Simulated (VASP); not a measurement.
# Ru (P6/mmm) in VASP: further runs

The runs below take Ru through single point, with revPBE.

All numbers are computed with VASP 6.6.1; they aren't measurements. Logs are shortened: lines on timing, memory, paths and dates and some standing lists are left out, and cuts for length are marked.

**1. The cell of the first run**

The structure is hexagonal, space group P6/mmm (No. 191). The conventional cell has a = 4.106 Å, b = 4.106 Å, c = 2.581 Å, α = 90.00°, β = 90.00°, γ = 120.00°. Within 3.4 Å of Ru (site symmetry 6/mmm) lie 14 Ru at 2.58 to 2.70 Å. Ru (site symmetry -6m2) has 11 Ru at 2.37 to 2.70 Å within 3.1 Å.

**2. Single point, revPBE (volume scaled by 0.88)**

Contents of INCAR:

```
ALGO     = Normal         # electronic algorithm
EDIFF    = 1E-6           # SCF threshold, eV
ENCUT    = 520            # plane-wave cutoff, eV
GGA      = RE             # functional
ISIF     = 2              # what is computed and relaxed
ISMEAR   = -1             # smearing method
LASPH    = T              # aspherical terms in the spheres
LCHARG   = T              # write CHGCAR
LELF     = T              # ELF
LREAL    = F              # projectors in reciprocal space
LVHAR    = T            
LWAVE    = F              # write WAVECAR
NBANDS   = 28             # bands
NELM     = 100            # most SCF steps
PREC     = Accurate       # precision mode
SIGMA    = 0.1            # smearing width, eV
```

Contents of KPOINTS:

```
k-points
0
Gamma
  10 10 13
```

Contents of POSCAR:

```
Ru
1.0
    4.1055016902      0.0000000000      0.0000000000
   -2.0527508451      3.5554687590      0.0000000000
    0.0000000000      0.0000000000      2.5811790631
Ru
3
Direct
    0.0000000000      0.0000000000      0.0000000000
    0.3333333333      0.6666666667      0.5000000000
    0.6666666667      0.3333333333      0.5000000000
```

Potentials or basis: VASP PAW PBE potentials, release 64 (Ru_pv).

On the command line:

```bash
> cat potpaw_PBE.64/Ru_pv/POTCAR > POTCAR
> mpirun -np 1 vasp_std > vasp.out
```

OUTCAR:

```text
EDIFF = 1E-6
   ENCUT = 520
   GGA = RE
   ISIF = 2
   ISMEAR = -1
   LASPH = T
   LREAL = F
   NELM = 100
   PREC = Accurate

 ion  position               nearest neighbor table
   1  0.000  0.000  0.000-   2 2.70   3 2.70   2 2.70   3 2.70   3 2.70   3 2.70   2 2.70   2 2.70
                             3 2.70   3 2.70   2 2.70   2 2.70
   2  0.333  0.667  0.500-   3 2.37   3 2.37   3 2.37   1 2.70   1 2.70   1 2.70   1 2.70   1 2.70
                             1 2.70
   3  0.667  0.333  0.500-   2 2.37   2 2.37   2 2.37   1 2.70   1 2.70   1 2.70   1 2.70   1 2.70
                             1 2.70

  LATTYP: Found a hexagonal cell.
 ALAT       =     4.1055016902
 C/A-ratio  =     0.6287122154

  Lattice vectors:

 A1 = (   4.1055016902,   0.0000000000,   0.0000000000)
 A2 = (  -2.0527508451,   3.5554687590,   0.0000000000)
 A3 = (   0.0000000000,   0.0000000000,   2.5811790631)

Analysis of symmetry for initial positions (statically):
=====================================================================
 Subroutine PRICEL returns:
 Original cell was already a primitive cell.

 Routine SETGRP: Setting up the symmetry group for a
 hexagonal supercell.

 Subroutine GETGRP returns: Found 24 space group operations
 (whereof 24 operations were pure point group operations)
 out of a pool of 24 trial point group operations.

The static configuration has the point symmetry D_6h.

Analysis of symmetry for dynamics (positions and initial velocities):
=====================================================================
 Subroutine PRICEL returns:
 Original cell was already a primitive cell.

 Routine SETGRP: Setting up the symmetry group for a
 hexagonal supercell.

 Subroutine GETGRP returns: Found 24 space group operations
 (whereof 24 operations were pure point group operations)
 out of a pool of 24 trial point group operations.

The dynamic configuration has the point symmetry D_6h.

 Subroutine INISYM returns: Found 24 space group operations
 (whereof 24 operations are pure point group operations),
 and found     1 'primitive' translations

----------------------------------------------------------------------------------------

                                     Primitive cell

  volume of cell :      37.6774

  direct lattice vectors                    reciprocal lattice vectors
     4.105501690  0.000000000  0.000000000     0.243575591  0.140628433  0.000000000
    -2.052750845  3.555468759  0.000000000     0.000000000  0.281256866  0.000000000
[... 82 lines left out ...]
   LNONCOLLINEAR =      F non collinear calculations
   LSORBIT =      F    spin-orbit coupling
   LASPH  =      T    aspherical Exc in radial PAW
   ENCUT  =  520.0 eV  38.22 Ry    6.18 a.u.   7.63  7.63  4.80*2*pi/ulx,y,z
   NELM   =    100;   NELMIN=  2; NELMDL= -5     # of ELM steps
   EDIFF  = 0.1E-05   stopping-criterion for ELM
   LREAL  =      F    real-space projection
   EDIFFG = 0.1E-04   stopping-criterion for IOM
   NSW    =      0    number of steps for IOM
   IBRION =     -1    ionic relax: 0-MD 1-quasi-New 2-CG
   NFREE  =      0    steps in history (QN), initial steepest desc. (CG)
   ISIF   =      2    stress and relaxation
   ISYM   =      2    0-nonsym 1-usesym 2-fastsym
   POTIM  = 0.5000    time-step for ionic-motion
   TEBEG  =    0.0;   TEEND  =   0.0 temperature during run
   PSTRESS=    0.0 pullay stress
   NELECT =      42.0000    total number of electrons
   NUPDOWN=      -1.0000    fix difference up-down
   EMIN   =  10.00;   EMAX   =-10.00  energy-range for DOS
   EFERMI =   0.00;   METHOD = LEGACY
   ISMEAR =    -1;   SIGMA  =   0.10  broadening in eV -4-tet -1-fermi 0-gaus
   EFERMI_NEDOS =   21; number of points for ismear=-14 and -15
   IALGO  =     38    algorithm
   IMIX   =      4    mixing-type and parameters
     AMIX     =   0.40;   BMIX     =  1.00
     AMIX_MAG =   1.60;   BMIX_MAG =  1.00
  volume/ion in A,a.u.               =      12.56        84.75
  Fermi-wavevector in a.u.,A,eV,Ry     =   1.697452  3.207719 39.203058  2.881343
  Thomas-Fermi vector in A             =   2.778131
   LORBIT       =      0    0 simple, 1 ext, 2 COOP (PROOUT), +10 PAW based schemes
   GGA     = RE    functional components
   LHFCALC =     F    Hartree Fock is set to
   AEXX    =    0.0000 exact exchange contribution
   IVDW    =     0    specifies the selected vdW correction
   LEPSILON=     F    determine dielectric tensor
   LRPA    =     F    only Hartree local field effects (RPA)
 non-spin polarized calculation
  energy-cutoff  :      520.00
  volume of cell :       37.68
 maximum number of plane-waves:      1054
 NGX is ok and might be reduce to    32
   NGX = 15   NGY = 15   NGZ =  9

 number of electron      42.0000006 magnetization

 Free energy of the ion-electron system (eV)
  ---------------------------------------------------
  ext. energy  EPLUGINS =         0.00000000
  ---------------------------------------------------
  free energy    TOTEN  =       -24.77764030 eV

  energy without entropy =      -24.67948445  energy(sigma->0) =      -24.72856237

 E-fermi :  14.5883     XC(G=0): -14.5395

 val. band max:       14.5837857930   @ k =   0.3000   0.0000   0.0000
 cond. band min:      14.5885842436   @ k =   0.2000   0.1000   0.0000
 fundamental gap:      0.0047984506
 Fermi energy:        14.5883344911

 k-point     1 :       0.0000    0.0000    0.0000
  band No.  band energies     occupation
      1     -29.4174      2.00000
      2     -29.4174      2.00000
      3     -28.9140      2.00000
      4     -28.9140      2.00000
      5     -28.5059      2.00000
      6     -28.1365      2.00000
[... 733 lines left out ...]
     27      17.5802      0.00000
     28      24.8653      0.00000

 [... further k-points ...]
[... 5 lines left out ...]
  --------------------------------------------------------------------------------------
  -------------------------------------------------------------------------------------
  Total       11.9940938     11.9940938     10.6622063      0.0000000      0.0000000      0.0000000
  in kB      510.0312513    510.0312513    453.3946898      0.0000000      0.0000000      0.0000000
  external PRESSURE =     491.1523975 kB  Pullay stress =       0.0000000 kB

 VOLUME and BASIS-vectors are now :
 -----------------------------------------------------------------------------
  energy-cutoff  :      520.00
  volume of cell :       37.68
      direct lattice vectors                 reciprocal lattice vectors
     4.105501690  0.000000000  0.000000000     0.243575591  0.140628433  0.000000000
    -2.052750845  3.555468759  0.000000000     0.000000000  0.281256866  0.000000000
     0.000000000  0.000000000  2.581179063     0.000000000  0.000000000  0.387419848

 POSITION                                       TOTAL-FORCE (eV/Angst)
 -----------------------------------------------------------------------------------
      0.00000      0.00000      0.00000        -0.000000      0.000000      0.000000
     -0.00000      2.37031      1.29059        -0.000000      0.000000      0.000000
      2.05275      1.18516      1.29059         0.000000      0.000000     -0.000000
 -----------------------------------------------------------------------------------
    total drift:                               -0.000000      0.000000      0.000000

  FREE ENERGIE OF THE ION-ELECTRON SYSTEM (eV)
  ---------------------------------------------------
  free  energy   TOTEN  =       -24.7776402988 eV

  energy  without entropy=      -24.6794844458  energy(sigma->0) =      -24.72856237
```

stdout:

```text
POSCAR found type information on POSCAR Ru
 POSCAR found :  1 types and       3 ions
 scaLAPACK will be used
 -----------------------------------------------------------------------------
|                                                                             |
|                                                                             |
|     You enforced a specific xc type in the INCAR file but a different       |
|     I HOPE YOU KNOW WHAT YOU ARE DOING!                                     |
|                                                                             |
 -----------------------------------------------------------------------------

 LDA part: xc-table for (Slater+PW92), standard interpolation
 POSCAR, INCAR and KPOINTS ok, starting setup
 FFT: planning ... GRIDC
 FFT: planning ... GRID_SOFT
 FFT: planning ... GRID
 WAVECAR not read
 entering main loop
```

It took 28 s on 1 thread of Intel Xeon 6975P-C (Granite Rapids), shared host; peak memory 0.2 GiB.

Results:

- Free energy: -24.7776 eV
- Pressure: 49.1 GPa
- Band gap on the k mesh: zero (band 21 reaches 15.75 eV, above the bottom of band 22 at 13.00 eV)

Stress tensor (GPa, compression positive):
```
51.00  0.00  0.00
 0.00 51.00  0.00
 0.00  0.00 45.34
```

Caveat: the PAW data sets were made with another functional, which shifts forces and pressure a little.

(Continued in part 2 of 2.)
